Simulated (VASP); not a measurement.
## GdB: single point with PBE

GdB:

```xyz
2
Lattice="3.3032 0.0000 0.0000 0.0000 3.3032 0.0000 0.0000 0.0000 3.3032" Properties=species:S:1:pos:R:3 pbc="T T T"
Gd    0.0000    0.0000    0.0000
B     1.6516    1.6516    1.6516
```

The cell was generated, and may not be a known phase.

```
Program             : VASP 6.6.1
Task                : single point
Functional          : PBE
Potentials or basis : VASP PAW PBE potentials, release 64 (Gd, B)
Cutoff              : 520 eV
k mesh              : 6 × 6 × 6
Occupations         : gaussian, width 0.1 eV
Spin                : collinear spin, ferromagnetic start
Starting moments    : [7.0, 0.0] μB
```

The pressure is -4.4 GPa. The net moment is 6.94 μB per cell, the site moments are Gd +6.79; B -0.09 μB and the valence electrons inside the program's atomic spheres are Gd 15.24; B 1.56.

Levels at points of the mesh, in eV from the Fermi level:
Spin up:
```tsv
k point	band 10	band 11	band 12	band 13	band 14	band 15	band 16	band 17	band 18	band 19
(0.00, 0.00, 0.00)	-4.11	-4.11	-4.02	-0.66	-0.66	2.62	2.62	2.62	5.74	5.74
(0.50, 0.00, 0.00)	-4.05	-4.03	-4.00	-4.00	0.29	0.46	0.46	6.21	6.67	8.17
(0.50, 0.50, 0.00)	-4.09	-4.00	-4.00	-0.59	-0.59	0.07	3.32	3.32	3.44	5.53
(0.50, 0.50, 0.50)	-4.02	-4.02	-3.22	-3.22	-3.22	-2.57	7.86	7.86	7.86	8.09
```
Spin down:
```
           k point  band 5  band 6  band 7  band 8  band 9  band 10
(0.00, 0.00, 0.00)   -8.10    0.19    0.19    0.81    0.81     0.81
(0.50, 0.00, 0.00)   -5.27   -3.70    0.68    0.68    0.92     1.10
(0.50, 0.50, 0.00)   -6.07   -0.76   -0.76    0.78    0.99     1.16
(0.50, 0.50, 0.50)   -3.72   -3.04   -3.04   -3.04    1.18     1.18
```

It took 74 s on 1 thread of Intel(R) Xeon(R) Platinum 8488C (Sapphire Rapids), on a shared host, peak memory 0.19 GiB.

Caveat: the cell stands under tension; spin-orbit coupling is left out, which moves the levels of the heavy elements; a cell with one magnetic atom can't hold antiferromagnetic order, which such compounds often take; semilocal functionals describe open f shells poorly, which spoils levels, moments and volumes. The state reached can hang on the start; a lower one may exist.
